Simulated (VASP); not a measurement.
# AlN (P6_3mc) in VASP: further runs, part 2 of 2

VASP 6.6.1.

### Step 4. Single point, PBE (equal xx and yy strain of +2 %)

INCAR

```
PREC = Accurate
ENCUT = 520
EDIFF = 1E-6
ISMEAR = -1
SIGMA = 0.02
LREAL = F
LASPH = T
NELM = 80
ALGO = Normal
ISIF = 2
LWAVE = F
LCHARG = F
GGA = PE
NBANDS = 16
```

KPOINTS

```
regular mesh
0
Gamma
  11 11 6
```

POSCAR

```
AlN
1.0
    3.1732221946      0.0000000000      0.0000000000
   -1.5866110973      2.7480910324      0.0000000000
    0.0000000000      0.0000000000      4.9780000000
Al N
2 2
Direct
    0.3333333333      0.6666666667      0.0000000000
    0.6666666667      0.3333333333      0.5000000000
    0.3333333333      0.6666666667      0.3850000000
    0.6666666667      0.3333333333      0.8850000000
```

Potentials or basis: VASP PAW PBE potentials, release 64 (Al, N).

Command:

```
cat potpaw_PBE.64/Al/POTCAR potpaw_PBE.64/N/POTCAR > POTCAR
mpirun -np 1 vasp_std > vasp.out
```

OUTCAR:

```text
PREC = Accurate
   ENCUT = 520
   EDIFF = 1E-6
   ISMEAR = -1
   LREAL = F
   LASPH = T
   NELM = 80
   ISIF = 2
   GGA = PE

 ion  position               nearest neighbor table
   1  0.333  0.667  0.000-   3 1.92   4 1.92   4 1.92   4 1.92   2 3.09   2 3.09   2 3.09   2 3.09
                             2 3.09   2 3.09
   2  0.667  0.333  0.500-   4 1.92   3 1.92   3 1.92   3 1.92   1 3.09   1 3.09   1 3.09   1 3.09
                             1 3.09   1 3.09
   3  0.333  0.667  0.385-   1 1.92   2 1.92   2 1.92   2 1.92
   4  0.667  0.333  0.885-   2 1.92   1 1.92   1 1.92   1 1.92

  LATTYP: Found a hexagonal cell.
 ALAT       =     3.1732221946
 C/A-ratio  =     1.5687524210

  Lattice vectors:

 A1 = (   3.1732221946,   0.0000000000,   0.0000000000)
 A2 = (  -1.5866110973,   2.7480910324,   0.0000000000)
 A3 = (   0.0000000000,   0.0000000000,   4.9780000000)

Analysis of symmetry for initial positions (statically):
=====================================================================
 Subroutine PRICEL returns:
 Original cell was already a primitive cell.

 Routine SETGRP: Setting up the symmetry group for a
 hexagonal supercell.

 Subroutine GETGRP returns: Found 12 space group operations
 (whereof  6 operations were pure point group operations)
 out of a pool of 24 trial point group operations.

The static configuration has the point symmetry C_3v.
 The point group associated with its full space group is C_6v.

Analysis of symmetry for dynamics (positions and initial velocities):
=====================================================================
 Subroutine PRICEL returns:
 Original cell was already a primitive cell.

 Routine SETGRP: Setting up the symmetry group for a
 hexagonal supercell.

 Subroutine GETGRP returns: Found 12 space group operations
 (whereof  6 operations were pure point group operations)
 out of a pool of 24 trial point group operations.

The dynamic configuration has the point symmetry C_3v.
 The point group associated with its full space group is C_6v.

 Subroutine INISYM returns: Found 12 space group operations
 (whereof  6 operations are pure point group operations),
 and found     1 'primitive' translations

----------------------------------------------------------------------------------------

                                     Primitive cell

  volume of cell :      43.4097

  direct lattice vectors                    reciprocal lattice vectors
     3.173222195  0.000000000  0.000000000     0.315137087  0.181944482  0.000000000
    -1.586611097  2.748091032  0.000000000     0.000000000  0.363888964  0.000000000
     0.000000000  0.000000000  4.978000000     0.000000000  0.000000000  0.200883889

  length of vectors
     3.173222195  3.173222195  4.978000000     0.363888964  0.363888964  0.200883889

  position of ions in fractional coordinates (direct lattice)
     0.333333333  0.666666667  0.000000000
     0.666666667  0.333333333  0.500000000
     0.333333333  0.666666667  0.385000000
     0.666666667  0.333333333  0.885000000

  ion indices of the primitive-cell ions
   primitive index   ion index
                 1           1
                 2           2
                 3           3
                 4           4

----------------------------------------------------------------------------------------

 KPOINTS: regular mesh

[... 27 lines left out ...]
  0.272727 -0.000000  0.000000      6.000000
  0.363636 -0.000000  0.000000      6.000000
  0.454545 -0.000000  0.000000      6.000000
[... 16 lines left out ...]
  0.090909  0.090909  0.166667     12.000000
  0.181818  0.090909  0.166667     24.000000
 [... further k-points ...]
   k-points           NKPTS =     64   k-points in BZ     NKDIM =     64   number of bands    NBANDS=     16
   number of dos      NEDOS =    301   number of ions     NIONS =      4
   total plane-waves  NPLWV =  23040
   dimension x,y,z NGX =    24 NGY =   24 NGZ =   40
   dimension x,y,z NGXF=    48 NGYF=   48 NGZF=   80
   ions per type =               2   2
   NGX,Y,Z   is equivalent  to a cutoff of  12.57, 12.57, 13.36 a.u.
   NGXF,Y,Z  is equivalent  to a cutoff of  25.15, 25.15, 26.72 a.u.
 SYSTEM =  unknown system
   PREC   = accura    normal or accurate (medium, high low for compatibility)
   ISTART =      0    job   : 0-new  1-cont  2-samecut
   ICHARG =      2    charge: 1-file 2-atom 10-const
   ISPIN  =      1    spin polarized calculation?
   LNONCOLLINEAR =      F non collinear calculations
   LSORBIT =      F    spin-orbit coupling
   LASPH  =      T    aspherical Exc in radial PAW
   ENCUT  =  520.0 eV  38.22 Ry    6.18 a.u.   5.90  5.90  9.26*2*pi/ulx,y,z
   NELM   =     80;   NELMIN=  2; NELMDL= -5     # of ELM steps
   EDIFF  = 0.1E-05   stopping-criterion for ELM
   LREAL  =      F    real-space projection
   EDIFFG = 0.1E-04   stopping-criterion for IOM
   NSW    =      0    number of steps for IOM
   IBRION =     -1    ionic relax: 0-MD 1-quasi-New 2-CG
   NFREE  =      0    steps in history (QN), initial steepest desc. (CG)
   ISIF   =      2    stress and relaxation
   ISYM   =      2    0-nonsym 1-usesym 2-fastsym
   POTIM  = 0.5000    time-step for ionic-motion
   TEBEG  =    0.0;   TEEND  =   0.0 temperature during run
   PSTRESS=    0.0 pullay stress
   NELECT =      16.0000    total number of electrons
   NUPDOWN=      -1.0000    fix difference up-down
   EMIN   =  10.00;   EMAX   =-10.00  energy-range for DOS
   EFERMI =   0.00;   METHOD = LEGACY
   ISMEAR =    -1;   SIGMA  =   0.02  broadening in eV -4-tet -1-fermi 0-gaus
   EFERMI_NEDOS =   21; number of points for ismear=-14 and -15
   IALGO  =     38    algorithm
   IMIX   =      4    mixing-type and parameters
     AMIX     =   0.40;   BMIX     =  1.00
     AMIX_MAG =   1.60;   BMIX_MAG =  1.00
  volume/ion in A,a.u.               =      10.85        73.24
  Fermi-wavevector in a.u.,A,eV,Ry     =   1.173778  2.218119 18.745495  1.377755
  Thomas-Fermi vector in A             =   2.310186
   LORBIT       =      0    0 simple, 1 ext, 2 COOP (PROOUT), +10 PAW based schemes
   GGA     = PE    functional components
   LHFCALC =     F    Hartree Fock is set to
   AEXX    =    0.0000 exact exchange contribution
   IVDW    =     0    specifies the selected vdW correction
   LEPSILON=     F    determine dielectric tensor
   LRPA    =     F    only Hartree local field effects (RPA)
 non-spin polarized calculation
  energy-cutoff  :      520.00
  volume of cell :       43.41
 maximum number of plane-waves:      1190
 NGX is ok and might be reduce to    24
   NGX = 11   NGY = 11   NGZ = 19

 number of electron      16.0000002 magnetization

 Free energy of the ion-electron system (eV)
  ---------------------------------------------------
  ext. energy  EPLUGINS =         0.00000000
  ---------------------------------------------------
  free energy    TOTEN  =       -29.75756060 eV

  energy without entropy =      -29.75756060  energy(sigma->0) =      -29.75756060

 E-fermi :   6.2952     XC(G=0): -10.7432

 val. band max:        5.9018261611   @ k =   0.0000   0.0000   0.0000
 cond. band min:       9.6747543395   @ k =   0.0000   0.0000   0.0000
 fundamental gap:      3.7729281783
 Fermi energy:         6.2951724066

 k-point     1 :       0.0000    0.0000    0.0000
  band No.  band energies     occupation
      1      -9.1716      2.00000
      2      -7.0593      2.00000
      3       0.0403      2.00000
      4       4.8460      2.00000
      5       4.8460      2.00000
      6       5.5450      2.00000
[... 433 lines left out ...]
      3       1.0002      2.00000
      4       2.8006      2.00000
      5       3.1931      2.00000
      6       4.2389      2.00000
[... 8 lines left out ...]
     15      17.8330      0.00000
     16      18.8685      0.00000

 [... further k-points ...]

------------------------ aborting loop because EDIFF is reached ----------------------------------------

  FORCE on cell =-STRESS in cart. coord.  units (eV):
  Direction    XX          YY          ZZ          XY          YZ          ZX
  --------------------------------------------------------------------------------------
  -------------------------------------------------------------------------------------
  Total       -1.6561282     -1.6561282     -0.0036880      0.0000000     -0.0000000      0.0000000
  in kB      -61.1248824    -61.1248824     -0.1361165      0.0000000     -0.0000000      0.0000000
  external PRESSURE =     -40.7952938 kB  Pullay stress =       0.0000000 kB

 VOLUME and BASIS-vectors are now :
 -----------------------------------------------------------------------------
  energy-cutoff  :      520.00
  volume of cell :       43.41
      direct lattice vectors                 reciprocal lattice vectors
     3.173222195  0.000000000  0.000000000     0.315137087  0.181944482  0.000000000
    -1.586611097  2.748091032  0.000000000     0.000000000  0.363888964  0.000000000
     0.000000000  0.000000000  4.978000000     0.000000000  0.000000000  0.200883889

 POSITION                                       TOTAL-FORCE (eV/Angst)
 -----------------------------------------------------------------------------------
     -0.00000      1.83206      0.00000         0.000000     -0.000000     -0.016349
      1.58661      0.91603      2.48900        -0.000000      0.000000     -0.016349
     -0.00000      1.83206      1.91653         0.000000      0.000000      0.016349
      1.58661      0.91603      4.40553         0.000000      0.000000      0.016349
 -----------------------------------------------------------------------------------
    total drift:                               -0.000000      0.000000     -0.000158

  FREE ENERGIE OF THE ION-ELECTRON SYSTEM (eV)
  ---------------------------------------------------
  free  energy   TOTEN  =       -29.7575605989 eV

  energy  without entropy=      -29.7575605989  energy(sigma->0) =      -29.75756060
```

OSZICAR:

```text
N       E                     dE             d eps       ncg     rms          rms(c)
DAV:   1     0.408965934592E+02    0.40897E+02   -0.72545E+03  2048   0.890E+02
DAV:   2    -0.308235277457E+02   -0.71720E+02   -0.65840E+02  2888   0.184E+02
DAV:   3    -0.343389370770E+02   -0.35154E+01   -0.35060E+01  2504   0.425E+01
DAV:   4    -0.343609032274E+02   -0.21966E-01   -0.21965E-01  2584   0.378E+00
DAV:   5    -0.343612104934E+02   -0.30727E-03   -0.30726E-03  2592   0.448E-01    0.119E+01
DAV:   6    -0.297411011988E+02    0.46201E+01   -0.10635E+01  2488   0.235E+01    0.406E+00
DAV:   7    -0.297694561844E+02   -0.28355E-01   -0.63827E-01  2160   0.565E+00    0.289E+00
DAV:   8    -0.297626038958E+02    0.68523E-02   -0.65230E-02  2304   0.236E+00    0.668E-01
DAV:   9    -0.297569869878E+02    0.56169E-02   -0.12833E-02  2680   0.844E-01    0.260E-01
DAV:  10    -0.297576523408E+02   -0.66535E-03   -0.25291E-03  2232   0.317E-01    0.144E-01
DAV:  11    -0.297575571017E+02    0.95239E-04   -0.19951E-04  2376   0.109E-01    0.353E-02
DAV:  12    -0.297575607406E+02   -0.36389E-05   -0.12870E-05  2296   0.285E-02    0.777E-03
DAV:  13    -0.297575605989E+02    0.14170E-06   -0.51319E-06  2336   0.174E-02
   1 F= -.29757561E+02 E0= -.29757561E+02  d E =-.493766E-11
```

Wall time 54 s (1 thread of Intel Xeon 8259CL, shared host); peak memory 0.17 GiB.

Results:

```
Free energy            : -29.7576 eV
Pressure               : -4.1 GPa
Largest force          : 0.016 eV/Å
Band gap on the k mesh : 3.77 eV
```

Forces on the atoms (eV/Å):
```
Al   0.000  0.000 -0.016
Al   0.000  0.000 -0.016
N    0.000  0.000  0.016
N    0.000  0.000  0.016
```

Caveat: the cell differs from its parent crystal (equal xx and yy strain of +2 %); the stress differs along the axes, from -6 to -0 GPa. A k mesh can miss the band edges.

### Step 5. Overview

```tsv
cell	gap on the mesh (eV)	pressure (GPa)	largest force (eV/Å)
a = 3.018, b = 3.018, c = 4.978 Å, angles 90.0, 90.0, 120.0°, 4 atoms	4.78	19.0	0.60
a = 3.080, b = 3.080, c = 4.978 Å, angles 90.0, 90.0, 120.0°, 4 atoms	4.37	8.4	0.30
a = 3.173, b = 3.173, c = 4.978 Å, angles 90.0, 90.0, 120.0°, 4 atoms	3.77	-4.1	0.02
```

Alike in all rows: task single point; level PBE; potentials or basis VASP PAW PBE potentials, release 64 (Al, N); no spin polarisation; k mesh 11 × 11 × 6; cutoff (eV) 520; smearing fermi-dirac 0.02 eV.

Caveats: the stress differs along the axes, from 7 to 25 GPa (at least some runs); the stress differs along the axes, from 4 to 11 GPa (at least some runs); the stress differs along the axes, from -6 to -0 GPa (at least some runs).

Total energies depend on the potentials used, so only differences within one code and one set of settings carry meaning.
